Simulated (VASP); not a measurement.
# BaTiO3 in VASP: further runs

Runs on BaTiO3. Level: PBE. Tasks: electric field gradients.

All numbers are computed with VASP 6.6.1; they aren't measurements. Logs are shortened: lines on timing, memory, paths and dates and some standing lists are left out, and cuts for length are marked.

## (1) The cell of the first run

It takes space group Amm2 (No. 38, orthorhombic). Conventional cell: a = 3.865 Å, b = 5.504 Å, c = 5.692 Å, α = 90.00°, β = 90.00°, γ = 90.00°. Within 3.6 Å of Ba (site symmetry mm2) lie 12 O at 2.75 to 2.89 Å and 8 Ti at 3.36 to 3.48 Å. Within 2.5 Å of Ti (site symmetry mm2) lie 6 O at 1.92 to 2.04 Å. O (site symmetry mm2) has 2 Ti at 1.93 Å within 2.6 Å. Within 2.5 Å of O (site symmetry m) lie 2 Ti at 1.92 to 2.04 Å.

## (2) Electric field gradients, PBE (equal xx and yy strain of -3 %)

Contents of INCAR:

```
ALGO = Normal
EDIFF = 1E-8
ENCUT = 520
GGA = PE
ISIF = 2
ISMEAR = -1
LASPH = T
LCHARG = F
LEFG = T
LREAL = F
LWAVE = F
NBANDS = 28
NELM = 80
PREC = Accurate
SIGMA = 0.05
```

Contents of KPOINTS:

```
k-points
0
Gamma
  8 8 8
```

Contents of POSCAR:

```
BaTiO3
1.0
    3.8645770000      0.0000000000      0.0000000000
    0.0000000000      2.7519385000      2.8458000000
    0.0000000000     -2.7519385000      2.8458000000
Ba Ti O
1 1 3
Direct
    0.0000000000      0.0000000000      0.0000000000
    0.5000000000      0.5079000000      0.5079000000
    0.0000000000      0.4921000000      0.4921000000
    0.5000000000      0.5025100000      0.9937100000
    0.5000000000      0.9937100000      0.5025100000
```

Potentials or basis: VASP PAW PBE potentials, release 64 (Ba_sv, Ti_sv, O).

On the command line:

```bash
$ cat potpaw_PBE.64/Ba_sv/POTCAR potpaw_PBE.64/Ti_sv/POTCAR potpaw_PBE.64/O/POTCAR > POTCAR
$ mpirun -np 1 vasp_std > vasp.out
```

OUTCAR:

```text
EDIFF = 1E-8
   ENCUT = 520
   GGA = PE
   ISIF = 2
   ISMEAR = -1
   LASPH = T
   LREAL = F
   NELM = 80
   PREC = Accurate

 ion  position               nearest neighbor table
   1  0.000  0.000  0.000-   3 2.75   3 2.75   4 2.76   5 2.76   4 2.76   5 2.76   4 2.77   5 2.77
                             4 2.77   5 2.77   3 2.80   3 2.89   2 3.36   2 3.36   2 3.36   2 3.36
   2  0.500  0.508  0.508-   4 1.92   5 1.92   3 1.93   3 1.93   5 2.04   4 2.04   1 3.36   1 3.36
                             1 3.36   1 3.36   1 3.40   1 3.40   1 3.48   1 3.48
   3  0.000  0.492  0.492-   2 1.93   2 1.93   1 2.75   1 2.75   1 2.80   1 2.89
   4  0.500  0.503  0.994-   2 1.92   2 2.04   1 2.76   1 2.76   1 2.77   1 2.77
   5  0.500  0.994  0.503-   2 1.92   2 2.04   1 2.76   1 2.76   1 2.77   1 2.77

  LATTYP: Found a base centered orthorhombic cell.
 ALAT       =     5.5038770000
 B/A-ratio  =     1.0341074119
 C/A-ratio  =     0.7021554079

  Lattice vectors:

 A1 = (   0.0000000000,   2.7519385000,  -2.8458000000)
 A2 = (   0.0000000000,   2.7519385000,   2.8458000000)
 A3 = (   3.8645770000,   0.0000000000,   0.0000000000)

Analysis of symmetry for initial positions (statically):
=====================================================================
 Subroutine PRICEL returns:
 Original cell was already a primitive cell.

 Routine SETGRP: Setting up the symmetry group for a
 base centered orthorhombic supercell.

 Subroutine GETGRP returns: Found  4 space group operations
 (whereof  4 operations were pure point group operations)
 out of a pool of  8 trial point group operations.

The static configuration has the point symmetry C_2v.

Analysis of symmetry for dynamics (positions and initial velocities):
=====================================================================
 Subroutine PRICEL returns:
 Original cell was already a primitive cell.

 Routine SETGRP: Setting up the symmetry group for a
 base centered orthorhombic supercell.

 Subroutine GETGRP returns: Found  4 space group operations
 (whereof  4 operations were pure point group operations)
 out of a pool of  8 trial point group operations.

The dynamic configuration has the point symmetry C_2v.

 Subroutine INISYM returns: Found  4 space group operations
 (whereof  4 operations are pure point group operations),
 and found     1 'primitive' translations

----------------------------------------------------------------------------------------

                                     Primitive cell

  volume of cell :      60.5306

  direct lattice vectors                    reciprocal lattice vectors
     3.864577000  0.000000000  0.000000000     0.258760532  0.000000000  0.000000000
     0.000000000  2.751938500  2.845800000     0.000000000  0.181690107  0.175697519
     0.000000000 -2.751938500  2.845800000     0.000000000 -0.181690107  0.175697519

  length of vectors
     3.864577000  3.958755252  3.958755252     0.258760532  0.252746737  0.252746737

  position of ions in fractional coordinates (direct lattice)
     0.000000000  0.000000000  0.000000000
     0.500000000  0.507900000  0.507900000
     0.000000000  0.492100000  0.492100000
     0.500000000  0.502510000  0.993710000
     0.500000000  0.993710000  0.502510000

  ion indices of the primitive-cell ions
   primitive index   ion index
                 1           1
                 2           2
                 3           3
                 4           4
                 5           5

----------------------------------------------------------------------------------------

 KPOINTS: k-points

Automatic generation of k-mesh.
 Grid dimensions read from file:
 generate k-points for:    8    8    8

 Generating k-lattice:

  Cartesian coordinates                     Fractional coordinates (reciprocal lattice)
     0.032345066  0.000000000  0.000000000     0.125000000  0.000000000  0.000000000
     0.000000000  0.022711263  0.021962190     0.000000000  0.125000000  0.000000000
[... 52 lines left out ...]
   ISPIN  =      1    spin polarized calculation?
   LNONCOLLINEAR =      F non collinear calculations
   LSORBIT =      F    spin-orbit coupling
   LASPH  =      T    aspherical Exc in radial PAW
   ENCUT  =  520.0 eV  38.22 Ry    6.18 a.u.   7.19  7.36  7.36*2*pi/ulx,y,z
   NELM   =     80;   NELMIN=  2; NELMDL= -5     # of ELM steps
   EDIFF  = 0.1E-07   stopping-criterion for ELM
   LREAL  =      F    real-space projection
   EDIFFG = 0.1E-06   stopping-criterion for IOM
   NSW    =      0    number of steps for IOM
   IBRION =     -1    ionic relax: 0-MD 1-quasi-New 2-CG
   NFREE  =      0    steps in history (QN), initial steepest desc. (CG)
   ISIF   =      2    stress and relaxation
   ISYM   =      2    0-nonsym 1-usesym 2-fastsym
   POTIM  = 0.5000    time-step for ionic-motion
   TEBEG  =    0.0;   TEEND  =   0.0 temperature during run
   PSTRESS=    0.0 pullay stress
   NELECT =      40.0000    total number of electrons
   NUPDOWN=      -1.0000    fix difference up-down
   EMIN   =  10.00;   EMAX   =-10.00  energy-range for DOS
   EFERMI =   0.00;   METHOD = LEGACY
   ISMEAR =    -1;   SIGMA  =   0.05  broadening in eV -4-tet -1-fermi 0-gaus
   EFERMI_NEDOS =   21; number of points for ismear=-14 and -15
   IALGO  =     38    algorithm
   IMIX   =      4    mixing-type and parameters
     AMIX     =   0.40;   BMIX     =  1.00
     AMIX_MAG =   1.60;   BMIX_MAG =  1.00
  volume/ion in A,a.u.               =      12.11        81.70
  Fermi-wavevector in a.u.,A,eV,Ry     =   1.425946  2.694648 27.665033  2.033323
  Thomas-Fermi vector in A             =   2.546276
   LORBIT       =      0    0 simple, 1 ext, 2 COOP (PROOUT), +10 PAW based schemes
   GGA     = PE    functional components
   LHFCALC =     F    Hartree Fock is set to
   AEXX    =    0.0000 exact exchange contribution
   IVDW    =     0    specifies the selected vdW correction
   LEPSILON=     F    determine dielectric tensor
   LRPA    =     F    only Hartree local field effects (RPA)
 non-spin polarized calculation
  energy-cutoff  :      520.00
  volume of cell :       60.53
 maximum number of plane-waves:      1648
 NGX is ok and might be reduce to    30
   NGX = 15   NGY = 15   NGZ = 15

 number of electron      40.0000023 magnetization

 Free energy of the ion-electron system (eV)
  ---------------------------------------------------
  ext. energy  EPLUGINS =         0.00000000
  ---------------------------------------------------
  free energy    TOTEN  =       -39.70220780 eV

  energy without entropy =      -39.70220780  energy(sigma->0) =      -39.70220780

 E-fermi :   5.2775     XC(G=0): -11.5639

 val. band max:        4.3390792366   @ k =   0.5000   0.5000   0.5000
 cond. band min:       6.1540834085   @ k =   0.0000   0.0000   0.0000
 fundamental gap:      1.8150041719
 Fermi energy:         5.2774539834

 k-point     1 :       0.0000    0.0000    0.0000
  band No.  band energies     occupation
      1     -52.0601      2.00000
      2     -28.3242      2.00000
      3     -28.3185      2.00000
      4     -28.2944      2.00000
      5     -20.4107      2.00000
      6     -12.7424      2.00000
[... 733 lines left out ...]
     27      12.7222      0.00000
     28      14.3478      0.00000

 [... further k-points ...]

------------------------ aborting loop because EDIFF is reached ----------------------------------------

  FORCE on cell =-STRESS in cart. coord.  units (eV):
  Direction    XX          YY          ZZ          XY          YZ          ZX
  --------------------------------------------------------------------------------------
  -------------------------------------------------------------------------------------
  Total        7.4608680      7.1960162      3.7307552      0.0000000      0.0000000      0.0000000
  in kB      197.4808001    190.4704699     98.7489008      0.0000000      0.0000000      0.0000000
  external PRESSURE =     162.2333903 kB  Pullay stress =       0.0000000 kB

 VOLUME and BASIS-vectors are now :
 -----------------------------------------------------------------------------
  energy-cutoff  :      520.00
  volume of cell :       60.53
      direct lattice vectors                 reciprocal lattice vectors
     3.864577000  0.000000000  0.000000000     0.258760532  0.000000000  0.000000000
     0.000000000  2.751938500  2.845800000     0.000000000  0.181690107  0.175697519
     0.000000000 -2.751938500  2.845800000     0.000000000 -0.181690107  0.175697519

 POSITION                                       TOTAL-FORCE (eV/Angst)
 -----------------------------------------------------------------------------------
      0.00000      0.00000      0.00000         0.000000      0.000000      0.109331
      1.93229      0.00000      2.89076         0.000000      0.000000      0.046775
      0.00000      0.00000      2.80084         0.000000      0.000000      0.024028
      1.93229     -1.35175      4.25794         0.000000     -0.154158     -0.090067
      1.93229      1.35175      4.25794         0.000000      0.154158     -0.090067
 -----------------------------------------------------------------------------------
    total drift:                                0.000000      0.000000      0.000311

  FREE ENERGIE OF THE ION-ELECTRON SYSTEM (eV)
  ---------------------------------------------------
  free  energy   TOTEN  =       -39.7022078033 eV

  energy  without entropy=      -39.7022078029  energy(sigma->0) =      -39.70220780

 Electric field gradients (V/A^2)
---------------------------------------------------------------------
 ion       V_xx      V_yy      V_zz      V_xy      V_xz      V_yz
---------------------------------------------------------------------
   1       1.367   -21.613    20.246     0.000     0.000    -0.000
   2     -21.423    16.928     4.495     0.000    -0.000     0.000
   3      14.172    -6.136    -8.036    -0.000    -0.000    -0.000
   4     -13.930     2.430    11.500     0.000    -0.000   -14.905
   5     -13.930     2.430    11.500    -0.000    -0.000    14.905
---------------------------------------------------------------------

 Electric field gradients after diagonalization (V/A^2)
 (convention: |V_zz| > |V_xx| > |V_yy|)
----------------------------------------------------------------------
 ion       V_xx      V_yy      V_zz     asymmetry (V_yy - V_xx)/ V_zz
----------------------------------------------------------------------
   1      20.246     1.367   -21.613       0.873
   2      16.928     4.495   -21.423       0.580
   3      -8.036    -6.136    14.172       0.134
   4     -13.930    -8.615    22.545       0.236
   5     -13.930    -8.615    22.545       0.236
----------------------------------------------------------------------

           NMR quadrupolar parameters

 Cq : quadrupolar parameter    Cq=e*Q*V_zz/h
 eta: asymmetry parameters     (V_yy - V_xx)/ V_zz
 Q  : nuclear electric quadrupole moment in mb (millibarn)
----------------------------------------------------------------------
 ion       Cq(MHz)       eta       Q (mb)
----------------------------------------------------------------------
   1      -0.052       0.873       1.000
   2      -0.052       0.580       1.000
   3       0.034       0.134       1.000
   4       0.055       0.236       1.000
   5       0.055       0.236       1.000
----------------------------------------------------------------------
```

Run time: 3 min. Hardware: 1 thread of Intel Xeon 6975P-C, shared host; peak memory 0.3 GiB.

What came out:

| Quantity | Value |
| --- | --- |
| Free energy | -39.7022 eV |
| Pressure | 16.2 GPa |
| Largest force | 0.179 eV/Å |
| Band gap on the k mesh | 1.81 eV, indirect (least direct gap 1.89 eV) |

Forces on the atoms (eV/Å):
```
Ba   0.000  0.000  0.109
Ti   0.000  0.000  0.047
O    0.000  0.000  0.024
O    0.000 -0.154 -0.090
O    0.000  0.154 -0.090
```

Electric field gradients, principal values (V/Å²):
```
atom   least   middle  greatest (by size)
1 Ba   1.367   20.246             -21.613
2 Ti   4.495   16.928             -21.423
 3 O  -6.136   -8.036              14.172
 4 O  -8.615  -13.930              22.545
 5 O  -8.615  -13.930              22.545
```

Caveat: the cell differs from its parent crystal (equal xx and yy strain of -3 %); without QUAD_EFG the Cq values of the log hold for a quadrupole moment of 1 mb, not for the nuclei; spin-orbit coupling is left out, which moves the levels of the heavy elements. A k mesh can miss the band edges.

## (3) Electric field gradients, PBE (equal xy, yz and zx shear strains of +3 %)

Contents of INCAR:

```
SYSTEM = BaTiO3
ALGO = Normal ; EDIFF = 1E-8
ENCUT = 520 ; GGA = PE
ISIF = 2 ; ISMEAR = -1
LASPH = .TRUE. ; LCHARG = .FALSE.
LEFG = .TRUE. ; LREAL = .FALSE.
LWAVE = .FALSE. ; NBANDS = 28
NELM = 60 ; PREC = Accurate
SIGMA = 0.05
```

Contents of KPOINTS:

```
k-points
0
G
  8 8 8
  0 0 0
```

Changes to POSCAR since step 2:

```diff
@@ -2,5 +2,5 @@
 1.0
-    3.8645770000      0.0000000000      0.0000000000
-    0.0000000000      2.7519385000      2.8458000000
-    0.0000000000     -2.7519385000      2.8458000000
+    3.9841000000      0.0597615000      0.0597615000
+    0.0852427500      2.8797370000      2.8883557500
+    0.0001312500     -2.7943630000      2.8032442500
 Ba Ti O
```

Potentials or basis: VASP PAW PBE potentials, release 64 (Ba_sv, Ti_sv, O).

On the command line:

```bash
$ cat potpaw_PBE.64/Ba_sv/POTCAR potpaw_PBE.64/Ti_sv/POTCAR potpaw_PBE.64/O/POTCAR > POTCAR
$ mpirun -np 1 vasp_std > vasp.out
```

OUTCAR:

```text
SYSTEM = BaTiO3
   EDIFF = 1E-8
   ENCUT = 520
   GGA = PE
   ISIF = 2
   ISMEAR = -1
   LASPH = .TRUE.
   LREAL = .FALSE.
   NELM = 60
   PREC = Accurate

 ion  position               nearest neighbor table
   1  0.000  0.000  0.000-   4 2.78   4 2.80   5 2.80   3 2.80   5 2.80   5 2.81   5 2.82   3 2.84
                             3 2.84   3 2.89   4 2.90   4 2.92   2 3.39   2 3.42   2 3.42   2 3.46
   2  0.500  0.508  0.508-   4 1.92   5 1.98   3 1.99   3 2.00   4 2.04   5 2.10   1 3.39   1 3.42
                             1 3.42   1 3.46   1 3.49   1 3.51   1 3.52   1 3.56
   3  0.000  0.492  0.492-   2 1.99   2 2.00   1 2.80   1 2.84   1 2.84   1 2.89
   4  0.500  0.503  0.994-   2 1.92   2 2.04   1 2.78   1 2.80   1 2.90   1 2.92
[... 990 lines left out ...]
   3      24.148   -11.642   -12.505     3.848     3.885     4.834
   4     -12.334     5.666     6.668    -0.644    -0.638   -11.973
   5     -14.279     6.645     7.634     4.280     4.328    24.410
---------------------------------------------------------------------

 Electric field gradients after diagonalization (V/A^2)
 (convention: |V_zz| > |V_xx| > |V_yy|)
----------------------------------------------------------------------
 ion       V_xx      V_yy      V_zz     asymmetry (V_yy - V_xx)/ V_zz
----------------------------------------------------------------------
   1     -24.418    -0.959    25.377       0.924
   2     -16.669    -7.224    23.893       0.395
   3     -16.929    -8.144    25.073       0.350
   4     -12.458    -5.693    18.151       0.373
   5     -17.276   -15.073    32.349       0.068
----------------------------------------------------------------------

           NMR quadrupolar parameters

 Cq : quadrupolar parameter    Cq=e*Q*V_zz/h
 eta: asymmetry parameters     (V_yy - V_xx)/ V_zz
 Q  : nuclear electric quadrupole moment in mb (millibarn)
----------------------------------------------------------------------
 ion       Cq(MHz)       eta       Q (mb)
----------------------------------------------------------------------
   1       0.061       0.924       1.000
   2       0.058       0.395       1.000
   3       0.061       0.350       1.000
   4       0.044       0.373       1.000
   5       0.078       0.068       1.000
----------------------------------------------------------------------
```

stdout:

```text
POSCAR found type information on POSCAR BaTiO
 POSCAR found :  3 types and       5 ions
 scaLAPACK will be used
 LDA part: xc-table for (Slater+PW92), standard interpolation
 POSCAR, INCAR and KPOINTS ok, starting setup
 FFT: planning ... GRIDC
 FFT: planning ... GRID_SOFT
 FFT: planning ... GRID
 WAVECAR not read
 entering main loop
ion   1
     0.0000600    -0.2954098    -0.0388093    -0.0320992    -0.2994170     0.0194362
     0.0000826    -0.2954098    -0.0388093    -0.0320992    -0.2994170     0.0194362
     0.0001137    -0.2954098    -0.0388093    -0.0320992    -0.2994170     0.0194362
     0.0001566    -0.2954098    -0.0388093    -0.0320992    -0.2994170     0.0194362

     0.0000600   -16.0675932    -1.9636889    -1.7073374   -16.4458965     1.1176863
     0.0000826   -16.0654785    -1.9635602    -1.7071131   -16.4437265     1.1175527
     0.0001137   -16.0621652    -1.9633676    -1.7067618   -16.4403263     1.1173446
     0.0001566   -16.0569967    -1.9630819    -1.7062138   -16.4350218     1.1170220
[... 34 lines left out ...]
ion   5
     0.0000293    -1.2584820    -5.7686990    -1.5234432    -1.2744331     2.3253521
     0.0000403    -1.2584820    -5.7686990    -1.5234432    -1.2744331     2.3253520
     0.0000555    -1.2584820    -5.7686989    -1.5234431    -1.2744330     2.3253520
     0.0000765    -1.2584819    -5.7686987    -1.5234431    -1.2744330     2.3253519

     0.0000293    -3.8999926   -20.3745577    -5.4887423    -3.9458434     8.5741536
     0.0000403    -3.8999920   -20.3745540    -5.4887413    -3.9458428     8.5741521
     0.0000555    -3.8999908   -20.3745477    -5.4887396    -3.9458416     8.5741493
     0.0000765    -3.8999889   -20.3745371    -5.4887367    -3.9458397     8.5741448
```

It took 12 min on 1 thread of Intel Xeon Platinum 8375C at 2.90GHz (Ice Lake), shared host; peak memory 0.52 GiB.

Results:

* Free energy: -39.9124 eV
* Pressure: 4.1 GPa
* Largest force: 0.240 eV/Å
* Band gap on the k mesh: 1.69 eV, indirect (least direct gap 1.84 eV)

Forces on the atoms (eV/Å):
```
Ba  -0.023  0.003  0.089
Ti   0.046  0.111  0.172
O    0.005  0.007  0.096
O   -0.007 -0.066 -0.124
O   -0.020 -0.055 -0.233
```

Electric field gradients, principal values (V/Å²):
```
atom    least   middle  greatest (by size)
1 Ba   -0.959  -24.418              25.377
2 Ti   -7.224  -16.669              23.893
 3 O   -8.144  -16.929              25.073
 4 O   -5.693  -12.458              18.151
 5 O  -15.073  -17.276              32.349
```

Caveat: the cell differs from its parent crystal (equal xy, yz and zx shear strains of +3 %); without QUAD_EFG the Cq values of the log hold for a quadrupole moment of 1 mb, not for the nuclei; spin-orbit coupling is left out, which moves the levels of the heavy elements.

(Continued in part 2 of 2.)
